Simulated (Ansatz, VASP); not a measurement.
# Two plane-wave programs on C

The input INCAR:

```
SYSTEM = C
  PREC = Accurate
  ENCUT = 520
  EDIFF = 1E-7
  ISMEAR = 0
  SIGMA = 0.05
  LREAL = .FALSE.
  LASPH = .TRUE.
  NELM = 80
  ALGO = Normal
  ISIF = 2
  LWAVE = .FALSE.
  LCHARG = .TRUE.
  GGA = PE
  LELF = .TRUE.
  LVHAR = .TRUE.
  NBANDS = 11
```

Contents of KPOINTS:

```
regular mesh
0
G
  12 12 12
  0 0 0
```

Contents of POSCAR:

```
C
1.0
    0.0000000000      1.8145108551      1.7713254968
    1.8145108551      0.0000000000      1.7713254968
    1.8145108551      1.8145108551      0.0000000000
C
2
Direct
    0.5000000000      0.5000000000      0.5000000000
    0.7500000000      0.7500000000      0.7500000000
```

Input for Ansatz:

```yaml
crystal:
  lattice:
    - [0.0, 1.8145108551, 1.7713254968]
    - [1.8145108551, 0.0, 1.7713254968]
    - [1.8145108551, 1.8145108551, 0.0]
  atoms:
    - { symbol: C, position: [0.5, 0.5, 0.5] }
    - { symbol: C, position: [0.75, 0.75, 0.75] }
basis:
  ecutwfc: 520.0
kpoints:
  mp_grid: { grid: [12, 12, 12] }
hamiltonian:
  xc: pbe
  pseudopotentials: { kind: paw, azcp: { folder: soft_1 } }
scf:
  occupations: { method: gaussian, width: 0.05 }
output:
  forces: true
  stress: true
  eigenvalues: true
  write_density: true
  write_potential: true
  elf: true
  volumetric_format: npy
```

Alike in both runs: task single point; functional PBE; k mesh 12 × 12 × 12; occupations gaussian, width 0.05 eV; no spin polarisation.

|  | VASP | Ansatz |
| --- | --- | --- |
| version | VASP 6.6.1 | Ansatz 0.2.0 |
| potentials or method | VASP PAW PBE potentials, release 64 (C), cutoff 520 eV | scalar-relativistic, plane waves, PAW |
| valence electrons in the cell | 8 | 8 |

VASP gave:

* gap on the k mesh at the Fermi level (eV): 3.50
* least direct gap on the mesh (eV): 5.09
* pressure (GPa): -9.3
* traceless stress, the component that is largest in VASP (GPa): 14.13

Question: Estimate Ansatz's values.

Answer: gap on the k mesh at the Fermi level (eV): 3.50; least direct gap on the mesh (eV): 5.10; pressure (GPa): -9.8; traceless stress, the component that is largest in VASP (GPa): 14.13.

The functional is the same, so the differences come from potentials, cutoffs and numerics.
